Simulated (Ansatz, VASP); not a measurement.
Lu in VASP and in Ansatz

INCAR

```
SYSTEM = Lu
ALGO = Normal
EDIFF = 1E-7
EDIFFG = -0.01
ENCUT = 600
GGA = PE
IBRION = 2
ISIF = 3
ISMEAR = -1
LASPH = .True.
LCHARG = .False.
LREAL = .False.
LWAVE = .False.
NELM = 60
NSW = 80
PREC = Accurate
SIGMA = 0.1
```

File KPOINTS:

```
k-points
0
Gamma
  10 10 6
  0 0 0
```

File POSCAR:

```
Lu
1.0
    3.5030984446      0.0000000000      0.0000000000
   -1.7515492223      3.0337722450      0.0000000000
    0.0000000000      0.0000000000      5.5509000000
Lu
2
Direct
    0.3333333333      0.6666666667      0.2500000000
    0.6666666667      0.3333333333      0.7500000000
```

Input for Ansatz:

```yaml
crystal:
  lattice:
    - [3.5030984446, 0.0, 0.0]
    - [-1.7515492223, 3.033772245, 0.0]
    - [0.0, 0.0, 5.5509]
  atoms:
    - { symbol: Lu, position: [0.3333333333, 0.6666666667, 0.25] }
    - { symbol: Lu, position: [0.6666666667, 0.3333333333, 0.75] }
hamiltonian:
  xc: pbe
  pseudopotentials:
    kind: paw
    azcp:
      Lu: "pseudopotentials/Lu.paw.azcp"
basis:
  ecutwfc: 420
  fft_grid_basis: typed
kpoints:
  mp_grid: { grid: [10, 10, 6], shift: [0, 0, 0] }
magnetization:
  spin_polarized: false
scf:
  occupations: { method: fermi_dirac, width: 0.1 }
relax:
  max_steps: 60
  f_tol: 0.01
  cell: {}
```

Alike in both runs: task relaxation of cell and atoms; functional PBE; k mesh 10 × 10 × 6; occupations fermi-dirac, width 0.1 eV; no spin polarisation.

|  | VASP | Ansatz |
| --- | --- | --- |
| version | VASP 6.6.1 | Ansatz 0.2.0 |
| potentials or method | VASP PAW PBE potentials, release 64 (Lu), cutoff 600 eV | plane waves (420 eV) with PAW, scalar-relativistic |
| valence electrons in the cell | 50 | 50 |

|  | VASP | Ansatz | Ansatz less VASP |
| --- | --- | --- | --- |
| relaxed volume (Å³/atom) | 29.27 | 29.17 | -0.102 |
| relaxed length of the cell vector where the two differ most in proportion (Å) | 5.484 | 5.477 | -0.0066 |

Spin-orbit coupling is off throughout.
